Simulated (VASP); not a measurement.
# SrO (P2_1) in VASP: a series of runs

The runs below take SrO through single point, with PBE.

Everything below comes from runs of VASP 6.6.1. Logs are shortened: lines on timing, memory, paths and dates and some standing lists are left out, and cuts for length are marked.

## 1. The cell of the first run

It takes space group P2_1 (No. 4, monoclinic). Conventional cell: a = 3.577 Å, b = 6.243 Å, c = 3.577 Å, α = 90.00°, β = 120.00°, γ = 90.00°. Within 3.0 Å of Sr (site symmetry 1) lie 6 O at 2.29 to 2.91 Å. O (site symmetry 1) has 6 Sr at 2.29 to 2.91 Å within 3.0 Å.

## 2. Single point, PBE (mode 6 frozen in at -0.285 Å and mode 7 at -0.285 Å (largest displacements))

INCAR

```
SYSTEM = SrO
PREC = Accurate
ENCUT = 520
EDIFF = 1E-7
ISMEAR = 0
SIGMA = 0.05
LREAL = .False.
LASPH = .True.
NELM = 100
ALGO = Normal
ISIF = 2
LWAVE = .False.
LCHARG = .True.
GGA = PE
LELF = .True.
LVHAR = .True.
NBANDS = 24
```

KPOINTS

```
regular mesh
0
Gamma
  9 9 4
  0 0 0
```

POSCAR

```
SrO
1.0
    3.5769478779      0.0000000000      0.0000000000
   -1.7884739390      3.0977277303      0.0000000000
    0.0000000000      0.0000000000      6.2426216355
Sr O
2 2
Direct
    0.3333333333      0.6666666667      0.2500000000
    0.6666666667      0.3333333333      0.7500000000
   -0.1256783275     -0.0920029211      0.0000000000
    0.1256783275      0.0920029211      0.5000000000
```

Potentials or basis: VASP PAW PBE potentials, release 64 (Sr_sv, O).

Command:

```bash
cat potpaw_PBE.64/Sr_sv/POTCAR potpaw_PBE.64/O/POTCAR > POTCAR
mpirun -np 1 vasp_std > vasp.out
```

OUTCAR:

```text
SYSTEM = SrO
   PREC = Accurate
   ENCUT = 520
   EDIFF = 1E-7
   ISMEAR = 0
   LREAL = .False.
   LASPH = .True.
   NELM = 100
   ISIF = 2
   GGA = PE

 ion  position               nearest neighbor table
   1  0.333  0.667  0.250-   3 2.29   4 2.38   4 2.54   3 2.70   3 2.84   4 2.91   2 3.74   2 3.74
                             2 3.74   2 3.74   2 3.74   2 3.74
   2  0.667  0.333  0.750-   4 2.29   3 2.38   3 2.54   4 2.70   4 2.84   3 2.91   1 3.74   1 3.74
                             1 3.74   1 3.74   1 3.74   1 3.74
   3  0.874  0.908  0.000-   1 2.29   2 2.38   2 2.54   1 2.70   1 2.84   2 2.91
   4  0.126  0.092  0.500-   2 2.29   1 2.38   1 2.54   2 2.70   2 2.84   1 2.91

  LATTYP: Found a hexagonal cell.
 ALAT       =     3.5769478779
 C/A-ratio  =     1.7452369586

  Lattice vectors:

 A1 = (   3.5769478779,   0.0000000000,   0.0000000000)
 A2 = (  -1.7884739390,   3.0977277303,   0.0000000000)
 A3 = (   0.0000000000,   0.0000000000,   6.2426216355)

Analysis of symmetry for initial positions (statically):
=====================================================================
 Subroutine PRICEL returns:
 Original cell was already a primitive cell.

 Routine SETGRP: Setting up the symmetry group for a
 hexagonal supercell.

 Subroutine GETGRP returns: Found  2 space group operations
 (whereof  1 operations were pure point group operations)
 out of a pool of 24 trial point group operations.

The static configuration has the point symmetry C_1 .
 The point group associated with its full space group is C_2 .

Analysis of symmetry for dynamics (positions and initial velocities):
=====================================================================
 Subroutine PRICEL returns:
 Original cell was already a primitive cell.

 Routine SETGRP: Setting up the symmetry group for a
 hexagonal supercell.

 Subroutine GETGRP returns: Found  2 space group operations
 (whereof  1 operations were pure point group operations)
 out of a pool of 24 trial point group operations.

The dynamic configuration has the point symmetry C_1 .
 The point group associated with its full space group is C_2 .

 Subroutine INISYM returns: Found  2 space group operations
 (whereof  1 operations are pure point group operations),
 and found     1 'primitive' translations

----------------------------------------------------------------------------------------

                                     Primitive cell

  volume of cell :      69.1708

  direct lattice vectors                    reciprocal lattice vectors
     3.576947878  0.000000000  0.000000000     0.279567954  0.161408634  0.000000000
    -1.788473939  3.097727730  0.000000000     0.000000000  0.322817267  0.000000000
     0.000000000  0.000000000  6.242621635     0.000000000  0.000000000  0.160189109

  length of vectors
     3.576947878  3.576947878  6.242621635     0.322817267  0.322817267  0.160189109

  position of ions in fractional coordinates (direct lattice)
     0.333333333  0.666666667  0.250000000
     0.666666667  0.333333333  0.750000000
     0.874321673  0.907997079  0.000000000
     0.125678327  0.092002921  0.500000000

  ion indices of the primitive-cell ions
   primitive index   ion index
                 1           1
                 2           2
                 3           3
                 4           4

----------------------------------------------------------------------------------------

 KPOINTS: regular mesh

Automatic generation of k-mesh.
 Grid dimensions read from file:
 generate k-points for:    9    9    4

 Generating k-lattice:

  Cartesian coordinates                     Fractional coordinates (reciprocal lattice)
     0.031063106  0.017934293  0.000000000     0.111111111  0.000000000  0.000000000
     0.000000000  0.035868585  0.000000000     0.000000000  0.111111111  0.000000000
     0.000000000  0.000000000  0.040047277     0.000000000  0.000000000  0.250000000

  Length of vectors
     0.035868585  0.035868585  0.040047277

  Shift w.r.t. Gamma in fractional coordinates (k-lattice)
     0.000000000  0.000000000  0.000000000

 Subroutine IBZKPT returns following result:
 ===========================================

 Found    123 irreducible k-points:

 Following reciprocal coordinates:
            Coordinates               Weight
  0.000000  0.000000  0.000000      1.000000
  0.111111 -0.000000  0.000000      2.000000
  0.000000  0.111111  0.000000      2.000000
 -0.111111  0.111111  0.000000      2.000000
  0.222222  0.000000  0.000000      2.000000
  0.000000  0.222222  0.000000      2.000000
[... 16 lines left out ...]
  0.333333  0.111111  0.000000      2.000000
 -0.111111  0.444444  0.000000      2.000000
 [... further k-points ...]
   k-points           NKPTS =    123   k-points in BZ     NKDIM =    123   number of bands    NBANDS=     24
   number of dos      NEDOS =    301   number of ions     NIONS =      4
   total plane-waves  NPLWV =  37632
   dimension x,y,z NGX =    28 NGY =   28 NGZ =   48
   dimension x,y,z NGXF=    56 NGYF=   56 NGZF=   96
   ions per type =               2   2
   NGX,Y,Z   is equivalent  to a cutoff of  13.01, 13.01, 12.78 a.u.
   NGXF,Y,Z  is equivalent  to a cutoff of  26.03, 26.03, 25.57 a.u.
 SYSTEM =  SrO
   PREC   = accura    normal or accurate (medium, high low for compatibility)
   ISTART =      0    job   : 0-new  1-cont  2-samecut
   ICHARG =      2    charge: 1-file 2-atom 10-const
   ISPIN  =      1    spin polarized calculation?
   LNONCOLLINEAR =      F non collinear calculations
   LSORBIT =      F    spin-orbit coupling
   LASPH  =      T    aspherical Exc in radial PAW
   ENCUT  =  520.0 eV  38.22 Ry    6.18 a.u.   6.65  6.65 11.61*2*pi/ulx,y,z
   NELM   =    100;   NELMIN=  2; NELMDL= -5     # of ELM steps
   EDIFF  = 0.1E-06   stopping-criterion for ELM
   LREAL  =      F    real-space projection
   EDIFFG = 0.1E-05   stopping-criterion for IOM
   NSW    =      0    number of steps for IOM
   IBRION =     -1    ionic relax: 0-MD 1-quasi-New 2-CG
   NFREE  =      0    steps in history (QN), initial steepest desc. (CG)
   ISIF   =      2    stress and relaxation
   ISYM   =      2    0-nonsym 1-usesym 2-fastsym
   POTIM  = 0.5000    time-step for ionic-motion
   TEBEG  =    0.0;   TEEND  =   0.0 temperature during run
   PSTRESS=    0.0 pullay stress
   NELECT =      32.0000    total number of electrons
   NUPDOWN=      -1.0000    fix difference up-down
   EMIN   =  10.00;   EMAX   =-10.00  energy-range for DOS
   EFERMI =   0.00;   METHOD = LEGACY
   ISMEAR =     0;   SIGMA  =   0.05  broadening in eV -4-tet -1-fermi 0-gaus
   EFERMI_NEDOS =   21; number of points for ismear=-14 and -15
   IALGO  =     38    algorithm
   IMIX   =      4    mixing-type and parameters
     AMIX     =   0.40;   BMIX     =  1.00
     AMIX_MAG =   1.60;   BMIX_MAG =  1.00
  volume/ion in A,a.u.               =      17.29       116.70
  Fermi-wavevector in a.u.,A,eV,Ry     =   1.266146  2.392669 21.811857  1.603126
  Thomas-Fermi vector in A             =   2.399362
   LORBIT       =      0    0 simple, 1 ext, 2 COOP (PROOUT), +10 PAW based schemes
   GGA     = PE    functional components
   LHFCALC =     F    Hartree Fock is set to
   AEXX    =    0.0000 exact exchange contribution
   IVDW    =     0    specifies the selected vdW correction
   LEPSILON=     F    determine dielectric tensor
   LRPA    =     F    only Hartree local field effects (RPA)
 non-spin polarized calculation
 Gauss-broadening in eV      SIGMA  =   0.05
  energy-cutoff  :      520.00
  volume of cell :       69.17
 maximum number of plane-waves:      1895
   NGX = 13   NGY = 13   NGZ = 23

 number of electron      32.0000008 magnetization

 Free energy of the ion-electron system (eV)
  ---------------------------------------------------
  ext. energy  EPLUGINS =         0.00000000
  ---------------------------------------------------
  free energy    TOTEN  =       -23.36600543 eV

  energy without entropy =      -23.36600543  energy(sigma->0) =      -23.36600543

 E-fermi :   2.1351     XC(G=0):  -9.9046

 val. band max:        1.8056883371   @ k =  -0.3333   0.3333   0.0000
 cond. band min:       4.9767502131   @ k =   0.0000   0.0000   0.0000
 fundamental gap:      3.1710618760
 Fermi energy:         2.1351215541

 k-point     1 :       0.0000    0.0000    0.0000
  band No.  band energies     occupation
      1     -30.8155      2.00000
      2     -30.7063      2.00000
      3     -15.2385      2.00000
      4     -13.5816      2.00000
      5     -12.5642      2.00000
      6     -12.5641      2.00000
[... 16 lines left out ...]
     23       8.9477      0.00000
     24      10.0218      0.00000

 k-point     2 :       0.1111   -0.0000    0.0000
  band No.  band energies     occupation
      1     -30.8004      2.00000
      2     -30.6971      2.00000
      3     -15.1803      2.00000
      4     -13.7522      2.00000
      5     -12.7195      2.00000
      6     -12.5885      2.00000
[... 16 lines left out ...]
     23       9.4619      0.00000
     24       9.8892      0.00000

 k-point     3 :       0.0000    0.1111    0.0000
  band No.  band energies     occupation
      1     -30.8002      2.00000
      2     -30.6972      2.00000
      3     -15.1699      2.00000
      4     -13.7947      2.00000
      5     -12.6698      2.00000
      6     -12.6379      2.00000
[... 16 lines left out ...]
     23       9.2656      0.00000
     24      10.0316      0.00000

 k-point     4 :      -0.1111    0.1111    0.0000
  band No.  band energies     occupation
      1     -30.8000      2.00000
      2     -30.6972      2.00000
      3     -15.1597      2.00000
      4     -13.8392      2.00000
      5     -12.6471      2.00000
      6     -12.6180      2.00000
[... 16 lines left out ...]
     23       9.4317      0.00000
     24      10.0984      0.00000

 k-point     5 :       0.2222    0.0000    0.0000
  band No.  band energies     occupation
      1     -30.7613      2.00000
      2     -30.6746      2.00000
      3     -15.0566      2.00000
      4     -14.0348      2.00000
      5     -12.9744      2.00000
      6     -12.6789      2.00000
[... 16 lines left out ...]
     23       9.7363      0.00000
     24      10.4176      0.00000

 k-point     6 :       0.0000    0.2222    0.0000
  band No.  band energies     occupation
      1     -30.7606      2.00000
      2     -30.6748      2.00000
      3     -15.0056      2.00000
      4     -14.1606      2.00000
      5     -12.9232      2.00000
      6     -12.7508      2.00000
[... 16 lines left out ...]
     23       9.8242      0.00000
     24      10.4569      0.00000
[... 379 lines left out ...]
 k-point    21 :       0.1111    0.2222    0.0000
  band No.  band energies     occupation
      1     -30.7295      2.00000
      2     -30.6585      2.00000
      3     -14.9899      2.00000
      4     -14.1612      2.00000
      5     -13.0917      2.00000
      6     -12.8193      2.00000
[... 16 lines left out ...]
     23      10.5009      0.00000
     24      10.8235      0.00000

 k-point    22 :       0.3333   -0.1111    0.0000
  band No.  band energies     occupation
      1     -30.7294      2.00000
      2     -30.6585      2.00000
      3     -14.9746      2.00000
      4     -14.2080      2.00000
      5     -13.1089      2.00000
      6     -12.7487      2.00000
[... 16 lines left out ...]
     23      10.1245      0.00000
     24      10.9037      0.00000

 k-point    23 :       0.3333    0.1111    0.0000
  band No.  band energies     occupation
      1     -30.6886      2.00000
      2     -30.6408      2.00000
      3     -15.0730      2.00000
      4     -14.0033      2.00000
      5     -13.2360      2.00000
      6     -12.8654      2.00000
[... 16 lines left out ...]
     23      11.2265      0.00000
     24      11.4988      0.00000

 k-point    24 :      -0.1111    0.4444    0.0000
  band No.  band energies     occupation
      1     -30.6855      2.00000
      2     -30.6424      2.00000
      3     -14.9616      2.00000
      4     -14.2806      2.00000
      5     -13.2144      2.00000
      6     -12.9751      2.00000
[... 16 lines left out ...]
     23      10.7194      0.00000
     24      11.0972      0.00000

 [... further k-points ...]
[... 5 lines left out ...]
  --------------------------------------------------------------------------------------
  -------------------------------------------------------------------------------------
  Total        2.3081668      2.1361356      2.3276137      0.2824242      0.0000000      0.0000000
  in kB       53.4631949     49.4784996     53.9136353      6.5416838      0.0000000      0.0000000
  external PRESSURE =      52.2851099 kB  Pullay stress =       0.0000000 kB

 VOLUME and BASIS-vectors are now :
 -----------------------------------------------------------------------------
  energy-cutoff  :      520.00
  volume of cell :       69.17
      direct lattice vectors                 reciprocal lattice vectors
     3.576947878  0.000000000  0.000000000     0.279567954  0.161408634  0.000000000
    -1.788473939  3.097727730  0.000000000     0.000000000  0.322817267  0.000000000
     0.000000000  0.000000000  6.242621635     0.000000000  0.000000000  0.160189109

 POSITION                                       TOTAL-FORCE (eV/Angst)
 -----------------------------------------------------------------------------------
     -0.00000      2.06515      1.56066        -0.775368     -0.005360      0.213496
      1.78847      1.03258      4.68197         0.775368      0.005360      0.213496
      1.50347      2.81273      0.00000         0.768166      0.757984     -0.213496
      0.28500      0.28500      3.12131        -0.768166     -0.757984     -0.213496
 -----------------------------------------------------------------------------------
    total drift:                               -0.000000     -0.000000      0.000011

  FREE ENERGIE OF THE ION-ELECTRON SYSTEM (eV)
  ---------------------------------------------------
  free  energy   TOTEN  =       -23.3660054309 eV

  energy  without entropy=      -23.3660054309  energy(sigma->0) =      -23.36600543
```

Run time: 1.9 min. Hardware: 1 thread of Intel Xeon 6975P-C (Granite Rapids), shared host; peak memory 0.31 GiB.

Results:

```
Free energy            : -23.3660 eV
Pressure               : 5.2 GPa
Largest force          : 1.100 eV/Å
Band gap on the k mesh : 3.17 eV, indirect (least direct gap 3.25 eV)
```

Forces on the atoms (eV/Å):
```
Sr  -0.775 -0.005  0.213
Sr   0.775  0.005  0.213
O    0.768  0.758 -0.213
O   -0.768 -0.758 -0.213
```

Stress tensor (GPa, compression positive):
```
5.35 0.65 0.00
0.65 4.95 0.00
0.00 0.00 5.39
```

Levels at points of the mesh, in eV from the valence-band top:
```csv
k point,band 14,band 15,band 16,band 17,band 18,band 19
"(0.00, 0.00, 0.00)",-0.59,-0.51,-0.07,3.17,5.06,5.65
"(0.00, 0.00, 0.50)",-0.72,-0.50,-0.50,4.67,4.67,5.71
```

Caveat: the cell differs from its parent crystal (mode 6 frozen in at -0.285 Å and mode 7 at -0.285 Å (largest displacements)); forces of over 1 eV/Å act on the atoms, so gaps and moduli don't describe the material at rest. A k mesh can miss the band edges.

## 3. Single point, PBE (mode 6 frozen in at -0.142 Å and mode 7 at -0.142 Å (largest displacements))

INCAR

```
SYSTEM = SrO
PREC = Accurate
ENCUT = 520
EDIFF = 1E-6
ISMEAR = 0
SIGMA = 0.05
LREAL = .False.
LASPH = .True.
NELM = 80
ALGO = Normal
ISIF = 2
LWAVE = .False.
LCHARG = .False.
GGA = PE
NBANDS = 24
```

KPOINTS

```
Automatic mesh
0
Gamma
  9 9 4
  0 0 0
```

POSCAR: that of step 2 with these lines changed.

```diff
@@ -10,3 +10,3 @@
     0.6666666667      0.3333333333      0.7500000000
-   -0.1256783275     -0.0920029211      0.0000000000
-    0.1256783275      0.0920029211      0.5000000000
+   -0.0628391637     -0.0460014606      0.0000000000
+    0.0628391637      0.0460014606      0.5000000000
```

Potentials or basis: VASP PAW PBE potentials, release 64 (Sr_sv, O).

Command:

```bash
cat potpaw_PBE.64/Sr_sv/POTCAR potpaw_PBE.64/O/POTCAR > POTCAR
mpirun -np 1 vasp_std > vasp.out
```

It took 90 s on 1 thread of Intel Xeon 6975P-C (Granite Rapids), shared host; peak memory 0.3 GiB.

It converged, with:

```yaml
Free_energy: -23.6633 eV
Pressure: 1.7 GPa
Largest_force: 0.440 eV/Å
Band_gap_on_the_k_mesh: 3.07 eV, direct
```

Forces in eV/Å, atoms in the order of the input:
```
Sr  -0.189  0.000  0.025
Sr   0.189  0.000  0.025
O    0.311  0.311 -0.025
O   -0.311 -0.311 -0.025
```

Stress tensor (GPa, compression positive):
```
1.74 0.19 0.00
0.19 1.72 0.00
0.00 0.00 1.54
```

Levels at points of the mesh, in eV from the valence-band top:
```
           k point  band 13  band 14  band 15  band 16  band 17  band 18  band 19  band 20
(0.00, 0.00, 0.00)    -0.89    -0.68    -0.66     0.00     3.07     5.03     5.29     6.27
(0.00, 0.00, 0.50)    -0.83    -0.83    -0.76    -0.76     4.65     4.65     5.82     5.82
```

Caveat: the cell differs from its parent crystal (mode 6 frozen in at -0.142 Å and mode 7 at -0.142 Å (largest displacements)).
